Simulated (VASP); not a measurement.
# S (R-3m) in VASP: single point with PBE

Aim: the single point of S with PBE.

All numbers are computed with VASP 6.6.1; they aren't measurements. Logs are shortened: lines on timing, memory, paths and dates and some standing lists are left out, and cuts for length are marked.

### 1 The cell of the first run

It takes space group R-3m (No. 166, trigonal). Conventional cell: a = 3.277 Å, b = 3.277 Å, c = 2.584 Å, α = 90.00°, β = 90.00°, γ = 120.00°. Within 2.8 Å of S (site symmetry -3m) lie 14 S at 2.08 to 2.58 Å.

### 2 Single point, PBE

INCAR reads:

```
SYSTEM = S
  PREC = Accurate
  ENCUT = 500
  EDIFF = 1E-6
  ISMEAR = -1
  SIGMA = 0.05
  LREAL = .FALSE.
  LASPH = .TRUE.
  NELM = 120
  ALGO = Normal
  ISIF = 2
  LWAVE = .FALSE.
  LCHARG = .FALSE.
  GGA = PE
  NBANDS = 13
  GGA_COMPAT = .FALSE.
```

KPOINTS reads:

```
regular mesh
0
G
  10 10 5
  0 0 0
```

POSCAR reads:

```
S
1.0
    1.6385000000      0.9459880000      0.8613330000
   -1.6385000000      0.9459880000      0.8613330000
    0.0000000000     -3.7839540000      1.7226660000
S
2
Direct
    0.0000000000      0.0000000000      0.0000000000
    0.0000000000      0.0000000000      0.5000000000
```

Potentials or basis: VASP PAW PBE potentials, release 64 (S).

On the command line:

```bash
cat potpaw_PBE.64/S/POTCAR > POTCAR
mpirun -np 1 vasp_std > vasp.out
```

OUTCAR:

```text
SYSTEM = S
   PREC = Accurate
   ENCUT = 500
   EDIFF = 1E-6
   ISMEAR = -1
   LREAL = .FALSE.
   LASPH = .TRUE.
   NELM = 120
   ISIF = 2
   GGA = PE

 ion  position               nearest neighbor table
   1  0.000  0.000  0.000-   2 2.08   2 2.08   2 2.56   2 2.56   2 2.56   2 2.56   2 2.58   2 2.58

   2  0.000  0.000  0.500-   1 2.08   1 2.08   1 2.56   1 2.56   1 2.56   1 2.56   1 2.58   1 2.58

  LATTYP: Found a base centered monoclinic cell.
 ALAT       =     2.5587401846
 B/A-ratio  =     1.2807083813
 C/A-ratio  =     1.5361603565
 COS(beta)  =    -0.2342118161

  Lattice vectors:

 A1 = (  -1.6385000000,  -0.9459880000,  -0.8613330000)
 A2 = (   1.6385000000,  -0.9459880000,  -0.8613330000)
 A3 = (   0.0000000000,  -1.8919780000,   3.4453320000)

Analysis of symmetry for initial positions (statically):
=====================================================================
 Subroutine PRICEL returns following result:

  LATTYP: Found a trigonal (rhomboedric) cell.
 ALAT       =     2.0788149281
 COS(alpha) =    -0.2424852675

  Lattice vectors:

 A1 = (   1.6385000000,   0.9459880000,   0.8613330000)
 A2 = (  -1.6385000000,   0.9459880000,   0.8613330000)
 A3 = (   0.0000000000,  -1.8919770000,   0.8613330000)

   2 primitive cells build up your supercell.

 Routine SETGRP: Setting up the symmetry group for a
 base centered monoclinic supercell.

 Subroutine GETGRP returns: Found  4 space group operations
 (whereof  4 operations were pure point group operations)
 out of a pool of  4 trial point group operations.

The static configuration has the point symmetry C_2h.

Analysis of symmetry for dynamics (positions and initial velocities):
=====================================================================
 Subroutine PRICEL returns following result:

  LATTYP: Found a trigonal (rhomboedric) cell.
 ALAT       =     2.0788149281
 COS(alpha) =    -0.2424852675

  Lattice vectors:

 A1 = (   1.6385000000,   0.9459880000,   0.8613330000)
 A2 = (  -1.6385000000,   0.9459880000,   0.8613330000)
 A3 = (   0.0000000000,  -1.8919770000,   0.8613330000)

   2 primitive cells build up your supercell.

 Routine SETGRP: Setting up the symmetry group for a
 base centered monoclinic supercell.

 Subroutine GETGRP returns: Found  4 space group operations
 (whereof  4 operations were pure point group operations)
 out of a pool of  4 trial point group operations.

The dynamic configuration has the point symmetry C_2h.

 Subroutine INISYM returns: Found  4 space group operations
 (whereof  4 operations are pure point group operations),
 and found     2 'primitive' translations

----------------------------------------------------------------------------------------

                                     Primitive cell

  volume of cell :       8.0104

  direct lattice vectors                    reciprocal lattice vectors
     1.638500000  0.945988000  0.861333000     0.305157156  0.176182582  0.386997122
    -1.638500000  0.945988000  0.861333000    -0.305157156  0.176182582  0.386997122
     0.000000000 -1.891977000  0.861333000     0.000000000 -0.352365163  0.386996917

  length of vectors
     2.078814586  2.078814586  2.078814928     0.523381280  0.523381280  0.523381144

  position of ions in fractional coordinates (direct lattice)
     0.000000000  0.000000000  0.000000000

  ion indices of the primitive-cell ions
   primitive index   ion index
                 1           1

----------------------------------------------------------------------------------------

 KPOINTS: regular mesh

Automatic generation of k-mesh.
 Grid dimensions read from file:
 generate k-points for:   10   10    5

[... 16 lines left out ...]
|           W    W   A  A   R    R  NN   N  II  NN   N  G    G  !!!           |
|           W    W  A    A  R    R  N N  N  II  N N  N  G       !!!           |
|           W WW W  AAAAAA  RRRRR   N  N N  II  N  N N  G  GGG   !            |
|           WW  WW  A    A  R   R   N   NN  II  N   NN  G    G                |
|           W    W  A    A  R    R  N    N  II  N    N   GGGG   !!!           |
|                                                                             |
|     Your reciprocal lattice and k-lattice belong to different lattice       |
|     classes:                                                                |
|                                                                             |
|        The reciprocal lattice is base-centered monoclinic,                  |
|        whereas your k-lattice is rhombohedral (trigonal).                   |
|                                                                             |
|     Results are often still useful ...                                      |
|                                                                             |
 -----------------------------------------------------------------------------

 Subroutine IBZKPT returns following result:
 ===========================================

 Found    141 irreducible k-points:

 Following reciprocal coordinates:
            Coordinates               Weight
  0.000000  0.000000  0.000000      1.000000
  0.100000  0.000000  0.000000      4.000000
  0.200000  0.000000  0.000000      4.000000
  0.300000  0.000000  0.000000      4.000000
  0.400000  0.000000  0.000000      4.000000
  0.500000  0.000000  0.000000      2.000000
[... 16 lines left out ...]
  0.300000  0.300000  0.000000      2.000000
  0.400000  0.300000  0.000000      4.000000
 [... further k-points ...]
   k-points           NKPTS =    141   k-points in BZ     NKDIM =    141   number of bands    NBANDS=     13
   number of dos      NEDOS =    301   number of ions     NIONS =      2
   total plane-waves  NPLWV =   7680
   dimension x,y,z NGX =    16 NGY =   16 NGZ =   30
   dimension x,y,z NGXF=    32 NGYF=   32 NGZF=   60
   ions per type =               2
   NGX,Y,Z   is equivalent  to a cutoff of  12.80, 12.80, 12.00 a.u.
   NGXF,Y,Z  is equivalent  to a cutoff of  25.59, 25.59, 23.99 a.u.
 SYSTEM =  S
   PREC   = accura    normal or accurate (medium, high low for compatibility)
   ISTART =      0    job   : 0-new  1-cont  2-samecut
   ICHARG =      2    charge: 1-file 2-atom 10-const
   ISPIN  =      1    spin polarized calculation?
   LNONCOLLINEAR =      F non collinear calculations
   LSORBIT =      F    spin-orbit coupling
   LASPH  =      T    aspherical Exc in radial PAW
   ENCUT  =  500.0 eV  36.75 Ry    6.06 a.u.   3.79  3.79  7.58*2*pi/ulx,y,z
   NELM   =    120;   NELMIN=  2; NELMDL= -5     # of ELM steps
   EDIFF  = 0.1E-05   stopping-criterion for ELM
   LREAL  =      F    real-space projection
   EDIFFG = 0.1E-04   stopping-criterion for IOM
   NSW    =      0    number of steps for IOM
   IBRION =     -1    ionic relax: 0-MD 1-quasi-New 2-CG
   NFREE  =      0    steps in history (QN), initial steepest desc. (CG)
   ISIF   =      2    stress and relaxation
   ISYM   =      2    0-nonsym 1-usesym 2-fastsym
   POTIM  = 0.5000    time-step for ionic-motion
   TEBEG  =    0.0;   TEEND  =   0.0 temperature during run
   PSTRESS=    0.0 pullay stress
   NELECT =      12.0000    total number of electrons
   NUPDOWN=      -1.0000    fix difference up-down
   EMIN   =  10.00;   EMAX   =-10.00  energy-range for DOS
   EFERMI =   0.00;   METHOD = LEGACY
   ISMEAR =    -1;   SIGMA  =   0.05  broadening in eV -4-tet -1-fermi 0-gaus
   EFERMI_NEDOS =   21; number of points for ismear=-14 and -15
   IALGO  =     38    algorithm
   IMIX   =      4    mixing-type and parameters
     AMIX     =   0.40;   BMIX     =  1.00
     AMIX_MAG =   1.60;   BMIX_MAG =  1.00
  volume/ion in A,a.u.               =       8.01        54.06
  Fermi-wavevector in a.u.,A,eV,Ry     =   1.486758  2.809566 30.075004  2.210450
  Thomas-Fermi vector in A             =   2.600004
   LORBIT       =      0    0 simple, 1 ext, 2 COOP (PROOUT), +10 PAW based schemes
   GGA     = PE    functional components
   LHFCALC =     F    Hartree Fock is set to
   AEXX    =    0.0000 exact exchange contribution
   IVDW    =     0    specifies the selected vdW correction
   LEPSILON=     F    determine dielectric tensor
   LRPA    =     F    only Hartree local field effects (RPA)
 non-spin polarized calculation
  energy-cutoff  :      500.00
  volume of cell :       16.02
 maximum number of plane-waves:       416
   NGX =  7   NGY =  7   NGZ = 15

 number of electron      11.9999995 magnetization

 Free energy of the ion-electron system (eV)
  ---------------------------------------------------
  ext. energy  EPLUGINS =         0.00000000
  ---------------------------------------------------
  free energy    TOTEN  =        -0.32065911 eV

  energy without entropy =       -0.31417505  energy(sigma->0) =       -0.31741708

 E-fermi :  21.1571     XC(G=0): -14.5479

 val. band max:       21.1535559080   @ k =  -0.4000   0.3000  -0.0000
 cond. band min:      21.1885194704   @ k =   0.4000   0.3000   0.2000
 fundamental gap:      0.0349635624
 Fermi energy:        21.1571496530

 k-point     1 :       0.0000    0.0000    0.0000
  band No.  band energies     occupation
      1      -5.9122      2.00000
      2       2.4715      2.00000
      3       4.6796      2.00000
      4      25.1932      0.00000
      5      25.9652      0.00000
      6      27.1460      0.00000
      7      27.9828      0.00000
      8      29.0959      0.00000
      9      29.0959      0.00000
     10      29.3904      0.00000
     11      29.3904      0.00000
     12      32.6848      0.00000
     13      37.3331      0.00000
[... 354 lines left out ...]
  band No.  band energies     occupation
      1       5.4191      2.00000
      2       7.1727      2.00000
      3       7.4187      2.00000
      4      11.8891      2.00000
      5      12.0539      2.00000
      6      15.9012      2.00000
      7      20.2794      2.00000
      8      23.6067      0.00000
      9      25.8456      0.00000
     10      27.1636      0.00000
     11      31.3930      0.00000
     12      33.4043      0.00000
     13      37.0684      0.00000

 [... further k-points ...]

------------------------ aborting loop because EDIFF is reached ----------------------------------------

  FORCE on cell =-STRESS in cart. coord.  units (eV):
  Direction    XX          YY          ZZ          XY          YZ          ZX
  --------------------------------------------------------------------------------------
  -------------------------------------------------------------------------------------
  Total       22.0318073     22.0317663     21.1517926      0.0000000     -0.0000025      0.0000000
  in kB     2203.3127479   2203.3086501   2115.3060095      0.0000000     -0.0002519      0.0000000
  external PRESSURE =    2173.9758025 kB  Pullay stress =       0.0000000 kB

 VOLUME and BASIS-vectors are now :
 -----------------------------------------------------------------------------
  energy-cutoff  :      500.00
  volume of cell :       16.02
      direct lattice vectors                 reciprocal lattice vectors
     1.638500000  0.945988000  0.861333000     0.305157156  0.176182582  0.386997122
    -1.638500000  0.945988000  0.861333000    -0.305157156  0.176182582  0.386997122
     0.000000000 -3.783954000  1.722666000     0.000000000 -0.176182582  0.193498459

 POSITION                                       TOTAL-FORCE (eV/Angst)
 -----------------------------------------------------------------------------------
      0.00000      0.00000      0.00000        -0.000000     -0.000000      0.000000
      0.00000     -1.89198      0.86133         0.000000      0.000000     -0.000000
 -----------------------------------------------------------------------------------
    total drift:                                0.000000     -0.000000     -0.000000

  FREE ENERGIE OF THE ION-ELECTRON SYSTEM (eV)
  ---------------------------------------------------
  free  energy   TOTEN  =        -0.3206591052 eV

  energy  without entropy=       -0.3141750510  energy(sigma->0) =       -0.31741708
```

It took 16 s on 1 thread of AMD EPYC 7R43 (Zen 3), shared host; peak memory 0.09 GiB.

Results:

```
Free energy            : -0.3207 eV
Pressure               : 217.4 GPa
Band gap on the k mesh : zero (bands 6 and 7 overlap by 12.40 eV)
```

Levels at points of the mesh, in eV from the Fermi level:
| k point | band 2 | band 3 | band 4 | band 5 | band 6 | band 7 | band 8 | band 9 | band 10 | band 11 |
| --- | --- | --- | --- | --- | --- | --- | --- | --- | --- | --- |
| (0.00, 0.00, 0.00) | -18.69 | -16.48 | 4.04 | 4.81 | 5.99 | 6.83 | 7.94 | 7.94 | 8.23 | 8.23 |
| (0.50, 0.00, 0.00) | -16.48 | -14.76 | -13.98 | -4.86 | 0.44 | 4.04 | 5.99 | 6.83 | 8.19 | 11.53 |
| (0.50, 0.50, 0.00) | -13.98 | -8.43 | -8.43 | -4.86 | -4.48 | -4.33 | -1.53 | -1.53 | 0.44 | 8.19 |

Caveat: the cell stands under pressure.
